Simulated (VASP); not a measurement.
# C in VASP: settings compared

Aim: see how the results for C move with the level of theory and the settings. Levels: r2SCAN, PBE0. Tasks: single point.

All numbers are computed with VASP 6.6.1; they aren't measurements. Logs are shortened: lines on timing, memory, paths and dates and some standing lists are left out, and cuts for length are marked.

## Step 1: The cell of the first run

The structure is orthorhombic, space group Cmme (No. 67). Conventional cell: a = 2.488 Å, b = 4.310 Å, c = 7.268 Å, α = 90.00°, β = 90.00°, γ = 90.00°. Within 1.9 Å of C (site symmetry m) lie 3 C at 1.44 Å.

## Step 2: Single point, r2SCAN

Contents of POSCAR:

```
C
1.0
    1.2442083491     -2.1550526854      0.0000000000
    1.2442083491      2.1550526854      0.0000000000
    0.0000000000      0.0000000000      7.2676636872
C
4
Direct
    0.9166205400      0.0833794600      0.7531376000
    0.4166205400      0.5833794600      0.2468624000
    0.0833794600      0.9166205400      0.2468624000
    0.5833794600      0.4166205400      0.7531376000
```

Contents of INCAR.step1:

```
ALGO = Normal
EDIFF = 1E-4
ENCUT = 520
GGA = PE
ISMEAR = -1
LASPH = T
LCHARG = F
LREAL = F
LWAVE = T
NBANDS = 16
NELM = 80
PREC = Accurate
SIGMA = 0.05
```

Contents of INCAR.step2:

```
ALGO = Normal
EDIFF = 1E-7
ENCUT = 520
ISIF = 2
ISMEAR = -1
ISTART = 1
LASPH = T
LCHARG = T
LELF = T
LMIXTAU = T
LREAL = F
LVHAR = T
LWAVE = F
METAGGA = R2SCAN
NBANDS = 16
NELM = 80
PREC = Accurate
SIGMA = 0.05
```

Contents of KPOINTS:

```
k-points
0
Gamma
  12 12 4
```

Potentials or basis: VASP PAW PBE potentials, release 64 (C).

Started as:

```sh
$ cat potpaw_PBE.64/C/POTCAR > POTCAR
$ cp INCAR.step1 INCAR
$ mpirun -np 1 vasp_std > vasp.out
$ cp INCAR.step2 INCAR
$ mpirun -np 1 vasp_std > vasp.out
```

OUTCAR:

```text
EDIFF = 1E-7
   ENCUT = 520
   ISIF = 2
   ISMEAR = -1
   ISTART = 1
   LASPH = T
   LREAL = F
   METAGGA = R2SCAN
   NELM = 80
   PREC = Accurate

 ion  position               nearest neighbor table
   1  0.917  0.083  0.753-   4 1.44   4 1.44   4 1.44
   2  0.417  0.583  0.247-   3 1.44   3 1.44   3 1.44
   3  0.083  0.917  0.247-   2 1.44   2 1.44   2 1.44
   4  0.583  0.417  0.753-   1 1.44   1 1.44   1 1.44

  LATTYP: Found a hexagonal cell.
 ALAT       =     2.4884345466
 C/A-ratio  =     2.9205765918

  Lattice vectors:

 A1 = (   1.2442083491,  -2.1550526854,   0.0000000000)
 A2 = (   1.2442083491,   2.1550526854,   0.0000000000)
 A3 = (   0.0000000000,   0.0000000000,   7.2676636872)

Analysis of symmetry for initial positions (statically):
=====================================================================
 Subroutine PRICEL returns:
 Original cell was already a primitive cell.

 Routine SETGRP: Setting up the symmetry group for a
 hexagonal supercell.

 Subroutine GETGRP returns: Found  8 space group operations
 (whereof  4 operations were pure point group operations)
 out of a pool of 24 trial point group operations.

The static configuration has the point symmetry C_2h.
 The point group associated with its full space group is D_2h.

Analysis of symmetry for dynamics (positions and initial velocities):
=====================================================================
 Subroutine PRICEL returns:
 Original cell was already a primitive cell.

 Routine SETGRP: Setting up the symmetry group for a
 hexagonal supercell.

 Subroutine GETGRP returns: Found  8 space group operations
 (whereof  4 operations were pure point group operations)
 out of a pool of 24 trial point group operations.

The dynamic configuration has the point symmetry C_2h.
 The point group associated with its full space group is D_2h.

 Subroutine INISYM returns: Found  8 space group operations
 (whereof  4 operations are pure point group operations),
 and found     1 'primitive' translations

----------------------------------------------------------------------------------------

                                     Primitive cell

  volume of cell :      38.9741

  direct lattice vectors                    reciprocal lattice vectors
     1.244208349 -2.155052685  0.000000000     0.401861955 -0.232012889  0.000000000
     1.244208349  2.155052685  0.000000000     0.401861955  0.232012889  0.000000000
     0.000000000  0.000000000  7.267663687     0.000000000  0.000000000  0.137595800

  length of vectors
     2.488434547  2.488434547  7.267663687     0.464029107  0.464029107  0.137595800

  position of ions in fractional coordinates (direct lattice)
     0.916620540  0.083379460  0.753137600
     0.416620540  0.583379460  0.246862400
     0.083379460  0.916620540  0.246862400
     0.583379460  0.416620540  0.753137600

  ion indices of the primitive-cell ions
   primitive index   ion index
                 1           1
                 2           2
                 3           3
                 4           4

----------------------------------------------------------------------------------------

 KPOINTS: k-points

Automatic generation of k-mesh.
 Grid dimensions read from file:
 generate k-points for:   12   12    4

 Generating k-lattice:

  Cartesian coordinates                     Fractional coordinates (reciprocal lattice)
     0.033488496 -0.019334407  0.000000000     0.083333333  0.000000000  0.000000000
     0.033488496  0.019334407  0.000000000     0.000000000  0.083333333  0.000000000
     0.000000000  0.000000000  0.034398950     0.000000000  0.000000000  0.250000000

  Length of vectors
     0.038669092  0.038669092  0.034398950

  Shift w.r.t. Gamma in fractional coordinates (k-lattice)
     0.000000000  0.000000000  0.000000000

 Subroutine IBZKPT returns following result:
 ===========================================

 Found    129 irreducible k-points:

 Following reciprocal coordinates:
            Coordinates               Weight
  0.000000  0.000000  0.000000      1.000000
  0.083333  0.000000  0.000000      4.000000
 -0.083333  0.083333  0.000000      2.000000
  0.166667  0.000000  0.000000      4.000000
 -0.166667  0.166667  0.000000      2.000000
  0.250000  0.000000  0.000000      4.000000
[... 16 lines left out ...]
 -0.083333  0.416667  0.000000      4.000000
 -0.416667  0.333333  0.000000      4.000000
 [... further k-points ...]
   k-points           NKPTS =    129   k-points in BZ     NKDIM =    129   number of bands    NBANDS=     16
   number of dos      NEDOS =    301   number of ions     NIONS =      4
   total plane-waves  NPLWV =  21600
   dimension x,y,z NGX =    20 NGY =   20 NGZ =   54
   dimension x,y,z NGXF=    40 NGYF=   40 NGZF=  108
   ions per type =               4
   NGX,Y,Z   is equivalent  to a cutoff of  13.36, 13.36, 12.35 a.u.
   NGXF,Y,Z  is equivalent  to a cutoff of  26.72, 26.72, 24.70 a.u.
 SYSTEM =  unknown system
   PREC   = accura    normal or accurate (medium, high low for compatibility)
   ISTART =      1    job   : 0-new  1-cont  2-samecut
   ICHARG =      0    charge: 1-file 2-atom 10-const
   ISPIN  =      1    spin polarized calculation?
   LNONCOLLINEAR =      F non collinear calculations
   LSORBIT =      F    spin-orbit coupling
   LASPH  =      T    aspherical Exc in radial PAW
   ENCUT  =  520.0 eV  38.22 Ry    6.18 a.u.   4.63  4.63 13.51*2*pi/ulx,y,z
   NELM   =     80;   NELMIN=  2; NELMDL=  0     # of ELM steps
   EDIFF  = 0.1E-06   stopping-criterion for ELM
   LREAL  =      F    real-space projection
   EDIFFG = 0.1E-05   stopping-criterion for IOM
   NSW    =      0    number of steps for IOM
   IBRION =     -1    ionic relax: 0-MD 1-quasi-New 2-CG
   NFREE  =      0    steps in history (QN), initial steepest desc. (CG)
   ISIF   =      2    stress and relaxation
   ISYM   =      2    0-nonsym 1-usesym 2-fastsym
   POTIM  = 0.5000    time-step for ionic-motion
   TEBEG  =    0.0;   TEEND  =   0.0 temperature during run
   PSTRESS=    0.0 pullay stress
   NELECT =      16.0000    total number of electrons
   NUPDOWN=      -1.0000    fix difference up-down
   EMIN   =  10.00;   EMAX   =-10.00  energy-range for DOS
   EFERMI =   0.00;   METHOD = LEGACY
   ISMEAR =    -1;   SIGMA  =   0.05  broadening in eV -4-tet -1-fermi 0-gaus
   EFERMI_NEDOS =   21; number of points for ismear=-14 and -15
   IALGO  =     38    algorithm
   IMIX   =      4    mixing-type and parameters
     AMIX     =   0.40;   BMIX     =  1.00
     AMIX_MAG =   1.60;   BMIX_MAG =  1.00
  volume/ion in A,a.u.               =       9.74        65.75
  Fermi-wavevector in a.u.,A,eV,Ry     =   1.216717  2.299262 20.142066  1.480400
  Thomas-Fermi vector in A             =   2.352061
   LORBIT       =      0    0 simple, 1 ext, 2 COOP (PROOUT), +10 PAW based schemes
   METAGGA = R2SCAN    functional components
   LHFCALC =     F    Hartree Fock is set to
   AEXX    =    0.0000 exact exchange contribution
   IVDW    =     0    specifies the selected vdW correction
   LEPSILON=     F    determine dielectric tensor
   LRPA    =     F    only Hartree local field effects (RPA)
 non-spin polarized calculation
  energy-cutoff  :      520.00
  volume of cell :       38.97
 maximum number of plane-waves:      1074
   NGX =  9   NGY =  9   NGZ = 27

 number of electron      16.0000000 magnetization

 Free energy of the ion-electron system (eV)
  ---------------------------------------------------
  ext. energy  EPLUGINS =         0.00000000
  ---------------------------------------------------
  free energy    TOTEN  =       -39.70125026 eV

  energy without entropy =      -39.69969731  energy(sigma->0) =      -39.70047378

 E-fermi :   3.7823     XC(G=0): -10.4888

 val. band max:        3.7701454222   @ k =   0.3333   0.3333   0.5000
 cond. band min:       3.7940409115   @ k =   0.3333   0.3333   0.5000
 fundamental gap:      0.0238954892
 Fermi energy:         3.7822950670

 k-point     1 :       0.0000    0.0000    0.0000
  band No.  band energies     occupation
      1     -16.8116      2.00000
      2     -16.6523      2.00000
      3      -4.7075      2.00000
      4      -3.3612      2.00000
      5       0.5490      2.00000
      6       0.5549      2.00000
[... 8 lines left out ...]
     15      15.7581      0.00000
     16      15.8413      0.00000

 k-point     2 :       0.0833    0.0000    0.0000
  band No.  band energies     occupation
      1     -16.6403      2.00000
      2     -16.4828      2.00000
      3      -4.5020      2.00000
      4      -3.1647      2.00000
      5      -0.1436      2.00000
      6      -0.1252      2.00000
[... 8 lines left out ...]
     15      15.1300      0.00000
     16      15.2676      0.00000

 k-point     3 :      -0.0833    0.0833    0.0000
  band No.  band energies     occupation
      1     -16.6403      2.00000
      2     -16.4828      2.00000
      3      -4.5023      2.00000
      4      -3.1643      2.00000
      5      -0.1495      2.00000
      6      -0.1361      2.00000
[... 8 lines left out ...]
     15      15.1837      0.00000
     16      15.2130      0.00000

 k-point     4 :       0.1667    0.0000    0.0000
  band No.  band energies     occupation
      1     -16.1282      2.00000
      2     -15.9756      2.00000
      3      -3.8900      2.00000
      4      -2.5814      2.00000
      5      -1.8889      2.00000
      6      -1.8545      2.00000
[... 8 lines left out ...]
     15      14.8823      0.00000
     16      14.8827      0.00000

 k-point     5 :      -0.1667    0.1667    0.0000
  band No.  band energies     occupation
      1     -16.1283      2.00000
      2     -15.9755      2.00000
      3      -3.8911      2.00000
      4      -2.5793      2.00000
      5      -1.8934      2.00000
      6      -1.8632      2.00000
[... 8 lines left out ...]
     15      14.8471      0.00000
     16      14.8990      0.00000

 k-point     6 :       0.2500    0.0000    0.0000
  band No.  band energies     occupation
      1     -15.2820      2.00000
      2     -15.1375      2.00000
      3      -4.1060      2.00000
      4      -4.0533      2.00000
      5      -2.8880      2.00000
      6      -1.6355      2.00000
[... 8 lines left out ...]
     15      17.5154      0.00000
     16      17.5156      0.00000
[... 267 lines left out ...]
 k-point    21 :      -0.3333    0.2500    0.0000
  band No.  band energies     occupation
      1     -14.6136      2.00000
      2     -14.4743      2.00000
      3      -5.2502      2.00000
      4      -5.1961      2.00000
      5      -2.4480      2.00000
      6      -2.4186      2.00000
[... 8 lines left out ...]
     15      17.4509      0.00000
     16      17.7057      0.00000

 k-point    22 :       0.3333    0.0833    0.0000
  band No.  band energies     occupation
      1     -13.3021      2.00000
      2     -13.1776      2.00000
      3      -7.4681      2.00000
      4      -7.3893      2.00000
      5      -3.1088      2.00000
      6      -3.0835      2.00000
[... 8 lines left out ...]
     15      18.1733      0.00000
     16      19.0650      0.00000

 k-point    23 :      -0.0833    0.4167    0.0000
  band No.  band energies     occupation
      1     -13.3024      2.00000
      2     -13.1774      2.00000
      3      -7.4664      2.00000
      4      -7.3922      2.00000
      5      -3.1075      2.00000
      6      -3.0835      2.00000
[... 8 lines left out ...]
     15      18.1637      0.00000
     16      19.8264      0.00000

 k-point    24 :      -0.4167    0.3333    0.0000
  band No.  band energies     occupation
      1     -13.3039      2.00000
      2     -13.1756      2.00000
      3      -7.4699      2.00000
      4      -7.3957      2.00000
      5      -3.1076      2.00000
      6      -3.0745      2.00000
[... 8 lines left out ...]
     15      18.1854      0.00000
     16      20.1709      0.00000

 [... further k-points ...]

------------------------ aborting loop because EDIFF is reached ----------------------------------------

  FORCE on cell =-STRESS in cart. coord.  units (eV):
  Direction    XX          YY          ZZ          XY          YZ          ZX
  --------------------------------------------------------------------------------------
  -------------------------------------------------------------------------------------
  Total       -3.3103360     -3.3726151     -0.1236263      0.0000000     -0.0000000      0.0000000
  in kB     -136.0839280   -138.6441467     -5.0821266      0.0000000     -0.0000000      0.0000000
  external PRESSURE =     -93.2700671 kB  Pullay stress =       0.0000000 kB

 VOLUME and BASIS-vectors are now :
 -----------------------------------------------------------------------------
  energy-cutoff  :      520.00
  volume of cell :       38.97
      direct lattice vectors                 reciprocal lattice vectors
     1.244208349 -2.155052685  0.000000000     0.401861955 -0.232012889  0.000000000
     1.244208349  2.155052685  0.000000000     0.401861955  0.232012889  0.000000000
     0.000000000  0.000000000  7.267663687     0.000000000  0.000000000  0.137595800

 POSITION                                       TOTAL-FORCE (eV/Angst)
 -----------------------------------------------------------------------------------
      1.24421     -1.79568      5.47355         0.000000     -0.018964     -0.004879
      1.24421      0.35937      1.79411         0.000000     -0.018964      0.004879
      1.24421      1.79568      1.79411         0.000000      0.018964      0.004879
      1.24421     -0.35937      5.47355         0.000000      0.018964     -0.004879
 -----------------------------------------------------------------------------------
    total drift:                                0.000000     -0.000000      0.000000

  FREE ENERGIE OF THE ION-ELECTRON SYSTEM (eV)
  ---------------------------------------------------
  free  energy   TOTEN  =       -39.7012502556 eV

  energy  without entropy=      -39.6996973122  energy(sigma->0) =      -39.70047378
```

It took 3.4 min on 1 thread of Intel Xeon Platinum 8488C (Sapphire Rapids), shared host; peak memory 0.19 GiB.

What came out:

* Free energy: -39.7013 eV
* Pressure: -9.3 GPa
* Largest force: 0.020 eV/Å

Forces on the atoms (eV/Å):
```
C    0.000 -0.019 -0.005
C    0.000 -0.019  0.005
C    0.000  0.019  0.005
C    0.000  0.019 -0.005
```

Caveat: the stress differs along the axes, from -14 to -1 GPa; the PAW data sets were made with another functional, which shifts forces and pressure a little.

## Step 3: Single point, r2SCAN

This run uses another cell than the first one, of 9.93 Å³/atom.

Contents of POSCAR:

```
C
1.0
    1.2521334568     -2.1687795058      0.0000000000
    1.2521334568      2.1687795058      0.0000000000
    0.0000000000      0.0000000000      7.3139557868
C
4
Direct
    0.9166205400      0.0833794600      0.7531376000
    0.4166205400      0.5833794600      0.2468624000
    0.0833794600      0.9166205400      0.2468624000
    0.5833794600      0.4166205400      0.7531376000
```

Contents of INCAR.step1:

```
SYSTEM = C
PREC = Accurate
ENCUT = 520
ISMEAR = -1
SIGMA = 0.05
LREAL = .FALSE.
LASPH = .TRUE.
NELM = 100
NBANDS = 16
GGA = PE
ALGO = Normal
EDIFF = 1E-4
LWAVE = .TRUE.
LCHARG = .FALSE.
```

Contents of INCAR.step2:

```
SYSTEM = C
PREC = Accurate
ENCUT = 520
EDIFF = 1E-7
ISMEAR = -1
SIGMA = 0.05
LREAL = .FALSE.
LASPH = .TRUE.
NELM = 100
ALGO = Normal
ISIF = 2
LWAVE = .FALSE.
LCHARG = .TRUE.
METAGGA = R2SCAN
LMIXTAU = .TRUE.
LELF = .TRUE.
LVHAR = .TRUE.
NBANDS = 16
ISTART = 1
```

Contents of KPOINTS:

```
Automatic mesh
0
G
  12 12 4
  0 0 0
```

Potentials or basis: VASP PAW PBE potentials, release 64 (C).

Started as:

```sh
$ cat potpaw_PBE.64/C/POTCAR > POTCAR
$ cp INCAR.step1 INCAR
$ mpirun -np 1 vasp_std > vasp.out
$ cp INCAR.step2 INCAR
$ mpirun -np 1 vasp_std > vasp.out
```

Wall time 4 min (1 thread of Intel Xeon Platinum 8488C (Sapphire Rapids), shared host); peak memory 0.19 GiB.

It converged, with:

| Item | Value |
| --- | --- |
| Free energy | -39.6480 eV |
| Pressure | -13.6 GPa |
| Largest force | 0.019 eV/Å |

Forces in eV/Å, atoms in the order of the input:
```
C    0.000 -0.018 -0.004
C    0.000 -0.018  0.004
C    0.000  0.018  0.004
C    0.000  0.018 -0.004
```

Stress tensor (GPa, compression positive):
```
-20.03   0.00   0.00
  0.00 -20.28   0.00
  0.00   0.00  -0.56
```

Caveat: the stress differs along the axes, from -20 to -1 GPa; the PAW data sets were made with another functional, which shifts forces and pressure a little.

## Step 4: Single point, PBE0

This run uses another cell than the first one, of 10.70 Å³/atom.

Contents of POSCAR:

```
C
1.0
    1.2247047915     -2.1212627084      0.0000000000
    1.2247047915      2.1212627084      0.0000000000
    0.0000000000      0.0000000000      8.2369965198
C
4
Direct
    0.9166752312      0.0833247688      0.7500275401
    0.4166752312      0.5833247688      0.2499724599
    0.0833247688      0.9166752312      0.2499724599
    0.5833247688      0.4166752312      0.7500275401
```

Contents of INCAR.step1:

```
SYSTEM = C
PREC = Accurate
ENCUT = 520
EDIFF = 1E-5
ISMEAR = -1
SIGMA = 0.05
LREAL = .False.
LASPH = .True.
NELM = 100
ALGO = Normal
ISIF = 2
LWAVE = .True.
GGA = PE
NBANDS = 16
```

Contents of INCAR.step2:

```
SYSTEM = C
PREC = Accurate
ENCUT = 520
EDIFF = 1E-7
ISMEAR = -1
SIGMA = 0.05
LREAL = .False.
LASPH = .True.
NELM = 100
ALGO = Normal
ISIF = 2
LWAVE = .False.
LCHARG = .True.
GGA = PE
LHFCALC = .True.
AEXX = 0.25
PRECFOCK = Normal
LELF = .True.
LVHAR = .True.
ISTART = 1
NBANDS = 16
```

Contents of KPOINTS:

```
regular mesh
0
Gamma
  8 8 2
  0 0 0
```

Started as:

```sh
$ cat potpaw_PBE.64/C/POTCAR > POTCAR
$ cp INCAR.step1 INCAR
$ mpirun -np 1 vasp_std > vasp.out
$ cp INCAR.step2 INCAR
$ mpirun -np 1 vasp_std > vasp.out
```

Wall time 67 min (1 thread of Oxide Virtual Turin-like, shared host); peak memory 0.14 GiB.

It converged, with:

| Item | Value |
| --- | --- |
| Free energy | -44.4886 eV |
| Pressure | 0.5 GPa |

Stress tensor (GPa, compression positive):
```
 0.75  0.00  0.00
 0.00  0.75  0.00
 0.00  0.00 -0.08
```

Caveat: this functional lacks dispersion, which binds layers or chains, so the pressure and a relaxed spacing across them are unreliable; the PAW data sets were made with another functional, which shifts forces and pressure a little.

## Step 5: Overview

| level | cell | k mesh | grid for exact exchange (PRECFOCK) | share of exact exchange | pressure (GPa) | largest force (eV/Å) |
| --- | --- | --- | --- | --- | --- | --- |
| r2SCAN | a = 2.488, b = 2.488, c = 7.268 Å, angles 90.0, 90.0, 120.0°, 4 atoms, atomic positions A | 12 × 12 × 4 | - | - | -9.3 | 0.02 |
| r2SCAN | a = 2.504, b = 2.504, c = 7.314 Å, angles 90.0, 90.0, 120.0°, 4 atoms, atomic positions A | 12 × 12 × 4 | - | - | -13.6 | 0.02 |
| PBE0 | a = 2.449, b = 2.449, c = 8.237 Å, angles 90.0, 90.0, 120.0°, 4 atoms, atomic positions B | 8 × 8 × 2 | Normal | 0.25 | 0.5 | - |

Alike in all rows: task single point; potentials or basis VASP PAW PBE potentials, release 64 (C); no spin polarisation; cutoff (eV) 520; smearing fermi-dirac 0.05 eV.

Caveats: the PAW data sets were made with another functional, which shifts forces and pressure a little; the stress differs along the axes, from -14 to -1 GPa (at least some runs); the stress differs along the axes, from -20 to -1 GPa (at least some runs); this functional lacks dispersion, which binds layers or chains, so the pressure and a relaxed spacing across them are unreliable (at least some runs).

Total energies depend on the potentials used, so only differences within one code and one set of settings carry meaning.
